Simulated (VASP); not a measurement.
GaN: single point with r2SCAN

GaN:

```xyz
4
Lattice="3.1831 0.0000 0.0000 -1.5915 2.7566 0.0000 0.0000 0.0000 5.1836" Properties=species:S:1:pos:R:3 pbc="T T T"
Ga    1.5915    0.9189    2.5872
Ga    0.0000    1.8378    5.1790
N     1.5915    0.9189    4.5403
N     0.0000    1.8378    1.9485
```

| Quantity | Value |
| --- | --- |
| Program | VASP 6.6.1 |
| Task | single point |
| Functional | r2SCAN |
| Potentials or basis | VASP PAW PBE potentials, release 64 (Ga_d, N) |
| Cutoff | 520 eV |
| k mesh | 12 × 12 × 6 |
| Occupations | gaussian, width 0.02 eV |
| Spin | no spin polarisation |

```yaml
Pressure: 1.1 GPa
Largest_force: 0.006 eV/Å
Band_gap_on_the_k_mesh: 2.34 eV
```

Forces in eV/Å, atoms in the order of the input:
```
Ga   0.000  0.000  0.006
Ga   0.000  0.000  0.006
N    0.000  0.000 -0.006
N    0.000  0.000 -0.006
```

Stress tensor (GPa, compression positive):
```
1.12 0.00 0.00
0.00 1.12 0.00
0.00 0.00 0.99
```

Levels at points of the mesh, in eV from the valence-band top:
| k point | band 15 | band 16 | band 17 | band 18 | band 19 | band 20 | band 21 | band 22 |
| --- | --- | --- | --- | --- | --- | --- | --- | --- |
| (0.00, 0.00, 0.00) | -1.07 | -0.04 | 0.00 | 0.00 | 2.34 | 4.81 | 9.96 | 10.59 |
| (0.50, 0.00, 0.00) | -4.30 | -2.84 | -2.24 | -1.03 | 5.58 | 6.12 | 6.55 | 9.35 |
| (0.00, 0.00, 0.50) | -0.55 | -0.55 | -0.55 | -0.55 | 4.77 | 4.77 | 9.18 | 9.18 |
| (0.50, 0.00, 0.50) | -2.01 | -2.01 | -1.95 | -1.95 | 4.89 | 4.89 | 8.42 | 8.42 |

It took 11 min on 1 thread of AMD EPYC 7R43 64-Core Processor (Zen 3) (shared host), peak memory 0.18 GiB.

Caveat: the PAW data sets were made with another functional, which shifts forces and pressure a little.
